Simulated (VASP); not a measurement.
# Ta2N: single point with LDA

Crystal: Ta2N.

```
CELL_PARAMETERS angstrom
3.06031 0.00000 0.00000
-1.53016 2.65031 0.00000
0.00000 0.00000 5.04737
ATOMIC_POSITIONS crystal
Ta 0.66667 0.33333 0.74669
Ta 0.33333 0.66667 0.25331
N 0.00000 0.00000 0.00000
```

- Program: VASP 6.6.1
- Task: single point
- Functional: LDA
- Potentials or basis: VASP PAW LDA potentials, release 64 (Ta_pv, N)
- Cutoff: 520 eV
- k mesh: 18 × 18 × 10
- Occupations: gaussian, width 0.15 eV
- Spin: no spin polarisation

```
Pressure               : -13.2 GPa
Largest force          : 0.061 eV/Å
Band gap on the k mesh : zero (an odd number of electrons rules out a gap without spin polarisation)
```

Forces on the atoms (eV/Å):
```
Ta   0.000  0.000 -0.061
Ta   0.000  0.000  0.061
N    0.000  0.000  0.000
```

Stress tensor (GPa, compression positive):
```
 -9.84   0.00   0.00
  0.00  -9.84   0.00
  0.00   0.00 -19.96
```

Levels at points of the mesh, in eV from the Fermi level:
```tsv
k point	band 11	band 12	band 13	band 14	band 15	band 16	band 17	band 18
(0.00, 0.00, 0.00)	-4.87	-1.10	-0.25	-0.25	0.30	0.63	0.63	1.21
(0.50, 0.00, 0.00)	-4.49	-2.35	-1.17	1.15	2.33	3.83	3.93	4.15
(0.00, 0.00, 0.50)	-3.11	-2.75	-0.90	-0.90	1.52	2.22	2.22	2.23
(0.50, 0.00, 0.50)	-3.43	-1.94	-1.93	-0.40	0.96	3.64	3.87	4.28
```

Wall time 86 s on 1 thread of Intel(R) Xeon(R) 6975P-C (Granite Rapids) (shared host), peak memory 0.33 GiB.

Caveat: the cell stands under tension; spin-orbit coupling is left out, which moves the levels of the heavy elements.
